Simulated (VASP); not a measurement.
A run of VASP 6.6.1 is set up as follows.

The input POSCAR:

```
Fe
1.0
   -1.4345540696      1.4345540696      1.4345540696
    1.4345540696     -1.4345540696      1.4345540696
    1.4345540696      1.4345540696     -1.4345540696
Fe
1
Direct
    0.0000000000      0.0000000000      0.0000000000
```

File INCAR.step1:

```
SYSTEM = Fe
ALGO = Normal
EDIFF = 1E-4
ENCUT = 520
GGA = PE
ISMEAR = 0
ISPIN = 2
LASPH = .TRUE.
LCHARG = .FALSE.
LMAXMIX = 4
LREAL = .FALSE.
LWAVE = .TRUE.
MAGMOM = 2.804
NBANDS = 14
NELM = 150
PREC = Accurate
SIGMA = 0.03
```

Contents of INCAR.step2:

```
SYSTEM = Fe
ALGO = Normal
EDIFF = 1E-6
ENCUT = 520
ISIF = 2
ISMEAR = 0
ISPIN = 2
ISTART = 1
LASPH = .TRUE.
LCHARG = .FALSE.
LMAXMIX = 4
LMIXTAU = .TRUE.
LORBIT = 11
LREAL = .FALSE.
LWAVE = .FALSE.
MAGMOM = 2.804
METAGGA = R2SCAN
NBANDS = 14
NELM = 150
PREC = Accurate
SIGMA = 0.03
```

The input KPOINTS:

```
k-points
0
G
  15 15 15
  0 0 0
```

Potentials or basis: VASP PAW PBE potentials, release 64 (Fe).

Command:

```bash
$ cat potpaw_PBE.64/Fe/POTCAR > POTCAR
$ cp INCAR.step1 INCAR
$ mpirun -np 1 vasp_std > vasp.out
$ cp INCAR.step2 INCAR
$ mpirun -np 1 vasp_std > vasp.out
```

(1) Estimate the pressure.

(2) Estimate the site moments.

(3) What does it give for the net moment?

Answers

(1) -0.4 GPa.

(2) Fe +2.75 μB.

(3) 2.68 μB per cell.

Caveat: the PAW data sets were made with another functional, which shifts forces and pressure a little.
